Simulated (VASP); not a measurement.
**Sr: relaxation of shape and atoms at fixed volume with PBE**

Sr:

```
CELL_PARAMETERS angstrom
3.43219 0.00000 0.00000
-1.71609 2.97236 0.00000
0.00000 0.00000 11.23886
ATOMIC_POSITIONS crystal
Sr 0.00000 0.00000 0.00000
Sr 0.00000 0.00000 0.50000
Sr 0.33333 0.66667 0.25000
Sr 0.66667 0.33333 0.75000
```

This isn't the form of Sr at room conditions, which is fcc.

```json
{
  "Program": "VASP 6.6.1",
  "Task": "relaxation of shape and atoms at fixed volume",
  "Functional": "PBE",
  "Potentials or basis": "VASP PAW PBE potentials, release 64 (Sr_sv)",
  "Cutoff": "600 eV",
  "k mesh": "9 × 9 × 3",
  "Occupations": "fermi-dirac, width 0.08 eV",
  "Spin": "no spin polarisation",
  "Dipole correction": "no",
  "Further INCAR settings": "ALGO = Normal; EDIFF = 1e-06; IBRION = 2; EDIFFG = -0.005; NSW = 50; ISIF = 4"
}
```

```
Energy gained by relaxing : 0.0 meV/atom
Ionic steps               : 3
Pressure after relaxing   : 19.8 GPa
Band gap on the k mesh    : zero (bands 20 and 21 overlap by 0.56 eV)
```

Final structure:
```cif
data_structure
_symmetry_space_group_name_H-M 'P 1'
_symmetry_Int_Tables_number 1
_cell_length_a 3.4348
_cell_length_b 3.4348
_cell_length_c 11.2218
_cell_angle_alpha 90.000
_cell_angle_beta 90.000
_cell_angle_gamma 120.000
_cell_volume 114.66
loop_
_atom_site_label
_atom_site_type_symbol
_atom_site_fract_x
_atom_site_fract_y
_atom_site_fract_z
_atom_site_occupancy
Sr1 Sr 0.00000 0.00000 0.00000 1
Sr2 Sr 0.00000 0.00000 0.50000 1
Sr3 Sr 0.33333 0.66667 0.25000 1
Sr4 Sr 0.66667 0.33333 0.75000 1
```

Levels at points of the mesh, in eV from the Fermi level:
```csv
k point,band 16,band 17,band 18,band 19,band 20,band 21,band 22,band 23,band 24
"(0.00, 0.00, 0.00)",-16.98,-4.08,-2.43,-2.41,-1.45,1.71,1.76,2.25,2.79
```

Wall time 2.1 min on 1 thread of Intel(R) Xeon(R) Platinum 8259CL CPU @ 2.50GHz (Skylake/Cascade Lake) (shared host), peak memory 0.28 GiB.
